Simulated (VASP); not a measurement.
# SnO2 (R-3m) in VASP: further runs

The runs below take SnO2 through single point, with PBE.

Everything below comes from runs of VASP 6.6.1. Logs are shortened: lines on timing, memory, paths and dates and some standing lists are left out, and cuts for length are marked.

**1. The cell of the first run**

Symmetry: R-3m, No. 166, trigonal system. Conventional cell: a = 3.126 Å, b = 3.126 Å, c = 15.542 Å, α = 90.00°, β = 90.00°, γ = 120.00°. Within 2.8 Å of Sn (site symmetry -3m) lie 6 O at 2.09 Å. O (site symmetry 3m) has 3 Sn at 2.09 Å and 3 O at 2.78 Å within 2.8 Å.

**2. Single point, PBE**

INCAR

```
  PREC = Accurate
  ENCUT = 520
  EDIFF = 1E-7
  ISMEAR = 0
  SIGMA = 0.05
  LREAL = False
  LASPH = True
  NELM = 80
  ALGO = Normal
  ISIF = 2
  LWAVE = False
  LCHARG = False
  GGA = PE
  NBANDS = 20
```

KPOINTS

```
regular mesh
0
Gamma
  12 12 12
```

POSCAR

```
SnO2
1.0
    1.5628500000      0.9023118682      5.1805666667
   -1.5628500000      0.9023118682      5.1805666667
    0.0000000000     -1.8046237364      5.1805666667
Sn O
1 2
Direct
    0.5000000000      0.5000000000      0.5000000000
    0.2348826742      0.2348826742      0.2348826742
    0.7651173258      0.7651173258      0.7651173258
```

Potentials or basis: VASP PAW PBE potentials, release 64 (Sn_d, O).

On the command line:

```bash
$ cat potpaw_PBE.64/Sn_d/POTCAR potpaw_PBE.64/O/POTCAR > POTCAR
$ mpirun -np 1 vasp_std > vasp.out
```

OUTCAR:

```text
PREC = Accurate
   ENCUT = 520
   EDIFF = 1E-7
   ISMEAR = 0
   LREAL = False
   LASPH = True
   NELM = 80
   ISIF = 2
   GGA = PE

 ion  position               nearest neighbor table
   1  0.500  0.500  0.500-   2 2.09   3 2.09   2 2.09   2 2.09   3 2.09   3 2.09
   2  0.235  0.235  0.235-   1 2.09   1 2.09   1 2.09
   3  0.765  0.765  0.765-   1 2.09   1 2.09   1 2.09

  LATTYP: Found a trigonal (rhomboedric) cell.
 ALAT       =     5.4858853267
 COS(alpha) =     0.8376803343

  Lattice vectors:

 A1 = (   1.5628500000,   0.9023118682,   5.1805666667)
 A2 = (  -1.5628500000,   0.9023118682,   5.1805666667)
 A3 = (   0.0000000000,  -1.8046237364,   5.1805666667)

Analysis of symmetry for initial positions (statically):
=====================================================================
 Subroutine PRICEL returns:
 Original cell was already a primitive cell.

 Routine SETGRP: Setting up the symmetry group for a
 trigonal (rhombohedral) supercell.

 Subroutine GETGRP returns: Found 12 space group operations
 (whereof 12 operations were pure point group operations)
 out of a pool of 12 trial point group operations.

The static configuration has the point symmetry D_3d.

Analysis of symmetry for dynamics (positions and initial velocities):
=====================================================================
 Subroutine PRICEL returns:
 Original cell was already a primitive cell.

 Routine SETGRP: Setting up the symmetry group for a
 trigonal (rhombohedral) supercell.

 Subroutine GETGRP returns: Found 12 space group operations
 (whereof 12 operations were pure point group operations)
 out of a pool of 12 trial point group operations.

The dynamic configuration has the point symmetry D_3d.

 Subroutine INISYM returns: Found 12 space group operations
 (whereof 12 operations are pure point group operations),
 and found     1 'primitive' translations

----------------------------------------------------------------------------------------

                                     Primitive cell

  volume of cell :      43.8331

  direct lattice vectors                    reciprocal lattice vectors
     1.562850000  0.902311868  5.180566667     0.319928336  0.184710711  0.064343026
    -1.562850000  0.902311868  5.180566667    -0.319928336  0.184710711  0.064343026
     0.000000000 -1.804623736  5.180566667     0.000000000 -0.369421422  0.064343026

  length of vectors
     5.485885327  5.485885327  5.485885327     0.374982949  0.374982949  0.374982949

  position of ions in fractional coordinates (direct lattice)
     0.500000000  0.500000000  0.500000000
     0.234882674  0.234882674  0.234882674
     0.765117326  0.765117326  0.765117326

  ion indices of the primitive-cell ions
   primitive index   ion index
                 1           1
                 2           2
                 3           3

----------------------------------------------------------------------------------------

 KPOINTS: regular mesh

Automatic generation of k-mesh.
 Grid dimensions read from file:
 generate k-points for:   12   12   12

 Generating k-lattice:

  Cartesian coordinates                     Fractional coordinates (reciprocal lattice)
     0.026660695  0.015392559  0.005361919     0.083333333  0.000000000 -0.000000000
    -0.026660695  0.015392559  0.005361919     0.000000000  0.083333333 -0.000000000
     0.000000000 -0.030785118  0.005361919    -0.000000000 -0.000000000  0.083333333

  Length of vectors
     0.031248579  0.031248579  0.031248579

  Shift w.r.t. Gamma in fractional coordinates (k-lattice)
     0.000000000  0.000000000  0.000000000

 Subroutine IBZKPT returns following result:
 ===========================================

 Found    189 irreducible k-points:

 Following reciprocal coordinates:
            Coordinates               Weight
  0.000000  0.000000  0.000000      1.000000
  0.083333 -0.000000 -0.000000      6.000000
  0.166667 -0.000000 -0.000000      6.000000
  0.250000 -0.000000  0.000000      6.000000
  0.333333 -0.000000  0.000000      6.000000
  0.416667  0.000000 -0.000000      6.000000
[... 16 lines left out ...]
  0.500000  0.166667 -0.000000     12.000000
 -0.416667  0.166667  0.000000     12.000000
 [... further k-points ...]
   k-points           NKPTS =    189   k-points in BZ     NKDIM =    189   number of bands    NBANDS=     20
   number of dos      NEDOS =    301   number of ions     NIONS =      3
   total plane-waves  NPLWV =  74088
   dimension x,y,z NGX =    42 NGY =   42 NGZ =   42
   dimension x,y,z NGXF=    84 NGYF=   84 NGZF=   84
   ions per type =               1   2
   NGX,Y,Z   is equivalent  to a cutoff of  12.73, 12.73, 12.73 a.u.
   NGXF,Y,Z  is equivalent  to a cutoff of  25.46, 25.46, 25.46 a.u.
 SYSTEM =  unknown system
   PREC   = accura    normal or accurate (medium, high low for compatibility)
   ISTART =      0    job   : 0-new  1-cont  2-samecut
   ICHARG =      2    charge: 1-file 2-atom 10-const
   ISPIN  =      1    spin polarized calculation?
   LNONCOLLINEAR =      F non collinear calculations
   LSORBIT =      F    spin-orbit coupling
   LASPH  =      T    aspherical Exc in radial PAW
   ENCUT  =  520.0 eV  38.22 Ry    6.18 a.u.  10.20 10.20 10.20*2*pi/ulx,y,z
   NELM   =     80;   NELMIN=  2; NELMDL= -5     # of ELM steps
   EDIFF  = 0.1E-06   stopping-criterion for ELM
   LREAL  =      F    real-space projection
   EDIFFG = 0.1E-05   stopping-criterion for IOM
   NSW    =      0    number of steps for IOM
   IBRION =     -1    ionic relax: 0-MD 1-quasi-New 2-CG
   NFREE  =      0    steps in history (QN), initial steepest desc. (CG)
   ISIF   =      2    stress and relaxation
   ISYM   =      2    0-nonsym 1-usesym 2-fastsym
   POTIM  = 0.5000    time-step for ionic-motion
   TEBEG  =    0.0;   TEEND  =   0.0 temperature during run
   PSTRESS=    0.0 pullay stress
   NELECT =      26.0000    total number of electrons
   NUPDOWN=      -1.0000    fix difference up-down
   EMIN   =  10.00;   EMAX   =-10.00  energy-range for DOS
   EFERMI =   0.00;   METHOD = LEGACY
   ISMEAR =     0;   SIGMA  =   0.05  broadening in eV -4-tet -1-fermi 0-gaus
   EFERMI_NEDOS =   21; number of points for ismear=-14 and -15
   IALGO  =     38    algorithm
   IMIX   =      4    mixing-type and parameters
     AMIX     =   0.40;   BMIX     =  1.00
     AMIX_MAG =   1.60;   BMIX_MAG =  1.00
  volume/ion in A,a.u.               =      14.61        98.60
  Fermi-wavevector in a.u.,A,eV,Ry     =   1.375514  2.599345 25.742763  1.892040
  Thomas-Fermi vector in A             =   2.500843
   LORBIT       =      0    0 simple, 1 ext, 2 COOP (PROOUT), +10 PAW based schemes
   GGA     = PE    functional components
   LHFCALC =     F    Hartree Fock is set to
   AEXX    =    0.0000 exact exchange contribution
   IVDW    =     0    specifies the selected vdW correction
   LEPSILON=     F    determine dielectric tensor
   LRPA    =     F    only Hartree local field effects (RPA)
 non-spin polarized calculation
 Gauss-broadening in eV      SIGMA  =   0.05
  energy-cutoff  :      520.00
  volume of cell :       43.83
 maximum number of plane-waves:      1198
 NGX is ok and might be reduce to    42
   NGX = 21   NGY = 21   NGZ = 21

 number of electron      25.9999996 magnetization

 Free energy of the ion-electron system (eV)
  ---------------------------------------------------
  ext. energy  EPLUGINS =         0.00000000
  ---------------------------------------------------
  free energy    TOTEN  =       -18.08338015 eV

  energy without entropy =      -18.08338015  energy(sigma->0) =      -18.08338015

 E-fermi :   3.1999     XC(G=0):  -9.8150

 val. band max:        2.8981808537   @ k =  -0.1667   0.2500   0.0833
 cond. band min:       5.5422542664   @ k =   0.0000   0.0000   0.0000
 fundamental gap:      2.6440734127
 Fermi energy:         3.1998613711

 k-point     1 :       0.0000    0.0000    0.0000
  band No.  band energies     occupation
      1     -16.9587      2.00000
      2     -16.7425      2.00000
      3     -16.7425      2.00000
      4     -16.4794      2.00000
      5     -16.4794      2.00000
      6     -15.1787      2.00000
[... 12 lines left out ...]
     19      20.1153      0.00000
     20      20.8664      0.00000

 k-point     2 :       0.0833   -0.0000   -0.0000
  band No.  band energies     occupation
      1     -16.9256      2.00000
      2     -16.8047      2.00000
      3     -16.7221      2.00000
      4     -16.5088      2.00000
      5     -16.4818      2.00000
      6     -15.1291      2.00000
[... 12 lines left out ...]
     19      18.8092      0.00000
     20      20.9229      0.00000

 k-point     3 :       0.1667   -0.0000   -0.0000
  band No.  band energies     occupation
      1     -17.0285      2.00000
      2     -16.7949      2.00000
      3     -16.6690      2.00000
      4     -16.5539      2.00000
      5     -16.4847      2.00000
      6     -14.9703      2.00000
[... 12 lines left out ...]
     19      17.4583      0.00000
     20      21.1380      0.00000

 k-point     4 :       0.2500   -0.0000    0.0000
  band No.  band energies     occupation
      1     -17.2726      2.00000
      2     -16.6899      2.00000
      3     -16.6123      2.00000
      4     -16.5729      2.00000
      5     -16.4714      2.00000
      6     -14.6981      2.00000
[... 12 lines left out ...]
     19      16.4411      0.00000
     20      20.3762      0.00000

 k-point     5 :       0.3333   -0.0000    0.0000
  band No.  band energies     occupation
      1     -17.4916      2.00000
      2     -16.6715      2.00000
      3     -16.5895      2.00000
      4     -16.5123      2.00000
      5     -16.4223      2.00000
      6     -14.3518      2.00000
[... 12 lines left out ...]
     19      15.8917      0.00000
     20      18.6872      0.00000
[... 353 lines left out ...]
      6     -14.4503      2.00000
[... 12 lines left out ...]
     19      17.0813      0.00000
     20      19.3088      0.00000

 k-point    22 :       0.4167    0.1667    0.0000
  band No.  band energies     occupation
      1     -17.4239      2.00000
      2     -16.8354      2.00000
      3     -16.6154      2.00000
      4     -16.5345      2.00000
      5     -16.4010      2.00000
      6     -14.0149      2.00000
[... 12 lines left out ...]
     19      17.0911      0.00000
     20      18.0587      0.00000

 k-point    23 :       0.5000    0.1667   -0.0000
  band No.  band energies     occupation
      1     -17.5239      2.00000
      2     -16.8392      2.00000
      3     -16.6356      2.00000
      4     -16.4857      2.00000
      5     -16.3988      2.00000
      6     -13.6110      2.00000
[... 12 lines left out ...]
     19      16.9485      0.00000
     20      17.2635      0.00000

 k-point    24 :      -0.4167    0.1667    0.0000
  band No.  band energies     occupation
      1     -17.5597      2.00000
      2     -16.8408      2.00000
      3     -16.6439      2.00000
      4     -16.4324      2.00000
      5     -16.4320      2.00000
      6     -13.4376      2.00000
[... 12 lines left out ...]
     19      16.1246      0.00000
     20      17.4982      0.00000

 [... further k-points ...]

------------------------ aborting loop because EDIFF is reached ----------------------------------------

  FORCE on cell =-STRESS in cart. coord.  units (eV):
  Direction    XX          YY          ZZ          XY          YZ          ZX
  --------------------------------------------------------------------------------------
  -------------------------------------------------------------------------------------
  Total        3.3647432      3.3647432      0.0253840      0.0000000      0.0000000      0.0000000
  in kB      122.9872305    122.9872305      0.9278300      0.0000000      0.0000000      0.0000000
  external PRESSURE =      82.3007637 kB  Pullay stress =       0.0000000 kB

 VOLUME and BASIS-vectors are now :
 -----------------------------------------------------------------------------
  energy-cutoff  :      520.00
  volume of cell :       43.83
      direct lattice vectors                 reciprocal lattice vectors
     1.562850000  0.902311868  5.180566667     0.319928336  0.184710711  0.064343026
    -1.562850000  0.902311868  5.180566667    -0.319928336  0.184710711  0.064343026
     0.000000000 -1.804623736  5.180566667     0.000000000 -0.369421422  0.064343026

 POSITION                                       TOTAL-FORCE (eV/Angst)
 -----------------------------------------------------------------------------------
      0.00000      0.00000      7.77085         0.000000      0.000000     -0.000000
      0.00000      0.00000      3.65048         0.000000      0.000000      0.019044
      0.00000      0.00000     11.89122         0.000000      0.000000     -0.019044
 -----------------------------------------------------------------------------------
    total drift:                               -0.000000      0.000000     -0.000000

  FREE ENERGIE OF THE ION-ELECTRON SYSTEM (eV)
  ---------------------------------------------------
  free  energy   TOTEN  =       -18.0833801483 eV

  energy  without entropy=      -18.0833801483  energy(sigma->0) =      -18.08338015
```

It took 9 min on 1 thread of AMD EPYC 7R43 (Zen 3), shared host; peak memory 0.3 GiB.

What came out:

- Free energy: -18.0834 eV
- Pressure: 8.2 GPa
- Largest force: 0.019 eV/Å
- Band gap on the k mesh: 2.64 eV (least direct gap 2.92 eV)

Forces in eV/Å, atoms in the order of the input:
```
Sn   0.000  0.000  0.000
O    0.000  0.000  0.019
O    0.000  0.000 -0.019
```

Caveat: the stress differs along the axes, from 0 to 12 GPa; spin-orbit coupling is left out, which moves the levels of the heavy elements. A k mesh can miss the band edges.

**3. Single point, PBE**

This run uses another cell than the first one, of 14.74 Å³/atom.

INCAR

```
SYSTEM = SnO2
ALGO = Normal
EDIFF = 1E-7
ENCUT = 520
GGA = PE
ISIF = 2
ISMEAR = 0
LASPH = .TRUE.
LCHARG = .TRUE.
LELF = .TRUE.
LREAL = .FALSE.
LVHAR = .TRUE.
LWAVE = .FALSE.
NBANDS = 20
NELM = 60
PREC = Accurate
SIGMA = 0.05
```

KPOINTS

```
k-points
0
G
  12 12 12
  0 0 0
```

POSCAR

```
SnO2
1.0
    1.5898000000      0.9178714580      5.0494000000
   -1.5898000000      0.9178714580      5.0494000000
    0.0000000000     -1.8357429159      5.0494000000
Sn O
1 2
Direct
    0.5000000000      0.5000000000      0.5000000000
    0.2348826742      0.2348826742      0.2348826742
    0.7651173258      0.7651173258      0.7651173258
```

Potentials or basis: VASP PAW PBE potentials, release 64 (Sn_d, O).

On the command line:

```bash
$ cat potpaw_PBE.64/Sn_d/POTCAR potpaw_PBE.64/O/POTCAR > POTCAR
$ mpirun -np 1 vasp_std > vasp.out
```

OUTCAR:

```text
SYSTEM = SnO2
   EDIFF = 1E-7
   ENCUT = 520
   GGA = PE
   ISIF = 2
   ISMEAR = 0
   LASPH = .TRUE.
   LREAL = .FALSE.
   NELM = 60
   PREC = Accurate

 ion  position               nearest neighbor table
   1  0.500  0.500  0.500-   2 2.11   2 2.11   3 2.11   3 2.11   2 2.11   3 2.11
   2  0.235  0.235  0.235-   1 2.11   1 2.11   1 2.11
   3  0.765  0.765  0.765-   1 2.11   1 2.11   1 2.11

  LATTYP: Found a trigonal (rhomboedric) cell.
 ALAT       =     5.3727453330
 COS(alpha) =     0.8248853543

[... 744 lines left out ...]

  FORCE on cell =-STRESS in cart. coord.  units (eV):
  Direction    XX          YY          ZZ          XY          YZ          ZX
  --------------------------------------------------------------------------------------
  -------------------------------------------------------------------------------------
  Total        1.7230196      1.7230196      0.0458503      0.0000000      0.0000000      0.0000000
  in kB       62.4432379     62.4432379      1.6616420      0.0000000      0.0000000      0.0000000
  external PRESSURE =      42.1827059 kB  Pullay stress =       0.0000000 kB

 VOLUME and BASIS-vectors are now :
 -----------------------------------------------------------------------------
  energy-cutoff  :      520.00
  volume of cell :       44.21
      direct lattice vectors                 reciprocal lattice vectors
     1.589800000  0.917871458  5.049400000     0.314504969  0.181579529  0.066014444
    -1.589800000  0.917871458  5.049400000    -0.314504969  0.181579529  0.066014444
     0.000000000 -1.835742916  5.049400000     0.000000000 -0.363159057  0.066014444

 POSITION                                       TOTAL-FORCE (eV/Angst)
 -----------------------------------------------------------------------------------
      0.00000      0.00000      7.57410         0.000000      0.000000      0.000000
      0.00000      0.00000      3.55805        -0.000000      0.000000      0.034537
      0.00000      0.00000     11.59015        -0.000000     -0.000000     -0.034537
 -----------------------------------------------------------------------------------
    total drift:                               -0.000000      0.000000     -0.000000

  FREE ENERGIE OF THE ION-ELECTRON SYSTEM (eV)
  ---------------------------------------------------
  free  energy   TOTEN  =       -18.1696510581 eV

  energy  without entropy=      -18.1696510581  energy(sigma->0) =      -18.16965106
```

It took 7.8 min on 1 thread of AMD EPYC 7R43 (Zen 3), shared host; peak memory 0.3 GiB.

What came out:

```
Free energy            : -18.1697 eV
Pressure               : 4.2 GPa
Largest force          : 0.035 eV/Å
Band gap on the k mesh : 2.33 eV (least direct gap 2.55 eV)
```

Forces in eV/Å, atoms in the order of the input:
```
Sn   0.000  0.000  0.000
O    0.000  0.000  0.035
O    0.000  0.000 -0.035
```

Stress tensor (GPa, compression positive):
```
6.24 0.00 0.00
0.00 6.24 0.00
0.00 0.00 0.17
```

Caveat: the stress differs along the axes, from 0 to 6 GPa; spin-orbit coupling is left out, which moves the levels of the heavy elements. A k mesh can miss the band edges.
